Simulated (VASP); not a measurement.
## Ta: single point with r2SCAN

The system is Ta.

```
CELL_PARAMETERS angstrom
-1.69256 1.69256 1.73384
1.69256 -1.69256 1.73384
1.69256 1.69256 -1.73384
ATOMIC_POSITIONS crystal
Ta 0.00000 0.00000 0.00000
```

This cell differs from its parent crystal: strain +0.025 along x and y, +0.050 along z.

```json
{
 "Program": "VASP 6.6.1",
 "Task": "single point",
 "Functional": "r2SCAN",
 "Potentials or basis": "VASP PAW PBE potentials, release 64 (Ta_pv)",
 "Cutoff": "520 eV",
 "k mesh": "20 × 20 × 20",
 "Occupations": "gaussian, width 0.15 eV",
 "Spin": "no spin polarisation",
 "Dipole correction": "no",
 "Further INCAR settings": "ALGO = Normal; EDIFF = 1e-06; NBANDS = 12"
}
```

```yaml
Pressure: -15.8 GPa
```

Stress tensor (GPa, compression positive):
```
-15.18   0.00   0.00
  0.00 -15.18   0.00
  0.00   0.00 -17.03
```

Levels at points of the mesh, in eV from the Fermi level:
| k point | band 4 | band 5 | band 6 | band 7 | band 8 | band 9 |
| --- | --- | --- | --- | --- | --- | --- |
| (0.00, 0.00, 0.00) | -7.95 | 0.72 | 0.72 | 1.02 | 3.77 | 4.15 |
| (0.50, 0.00, 0.00) | -4.15 | -1.20 | 1.00 | 3.62 | 4.71 | 7.12 |
| (0.50, 0.50, 0.00) | -4.12 | -1.50 | 1.16 | 4.03 | 4.85 | 7.18 |
| (0.50, 0.50, 0.50) | -3.41 | -3.35 | 6.27 | 6.34 | 6.34 | 7.70 |

It took 4.3 min on 1 thread of Intel Xeon 6975P-C (shared host), peak memory 0.27 GiB.

Caveat: the cell differs from its parent crystal (strain +0.025 along x and y, +0.050 along z); the PAW data sets were made with another functional, which shifts forces and pressure a little; spin-orbit coupling is left out, which moves the levels of the heavy elements.
